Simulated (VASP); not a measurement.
Crystal: GaSb.

```
Ga Sb
1.0
    -2.75343    2.75343    1.59071
     2.75343   -2.75343    1.59071
     2.75343    2.75343   -1.59071
Ga Sb
1 1
Direct
  0.25000 0.75000 0.50000
  0.00000 0.00000 0.00000
```

```yaml
Program: VASP 6.6.1
Task: relaxation of cell and atoms
Functional: PBEsol
Potentials_or_basis: VASP PAW PBE potentials, release 64 (Ga_d, Sb)
Cutoff: 600 eV
k_mesh: 16 × 16 × 16
Occupations: gaussian, width 0.1 eV
Spin: no spin polarisation
```

At the start: pressure -2.9 GPa; volume 24.12 Å³/atom.

**Question.** Where does the relaxation end?

**Answer.** Over 8 steps the energy falls by 11.7 meV/atom and the volume is 22.89 Å³/atom (-5.1 %); space group I-4m2 (No. 119, to 0.05 Å).

Step by step:
```
step  energy change (eV)  largest force (eV/Å)  pressure (GPa)  volume (Å³)
   1              0.0000                0.0000           -2.91        48.24
   2             -0.0215                0.0000            0.70        45.25
   3             -0.0226                0.0000            0.01        45.79
   4             -0.0226                0.0000            0.10        45.74
   5             -0.0231                0.0000            0.04        45.72
   6             -0.0234                0.0000            0.03        45.69
   7             -0.0234                0.0000            0.08        45.70
   8             -0.0234                0.0000           -0.03        45.79
```

Final structure:
```
Ga Sb
1.0
    -2.71829    2.71829    1.54913
     2.71829   -2.71829    1.54913
     2.71829    2.71829   -1.54913
Ga Sb
1 1
Cartesian
  2.7183 0.0000 0.7746
  0.0000 5.4366 0.0000
```

Caveat: the PAW data sets were made with another functional, which shifts forces and pressure a little.
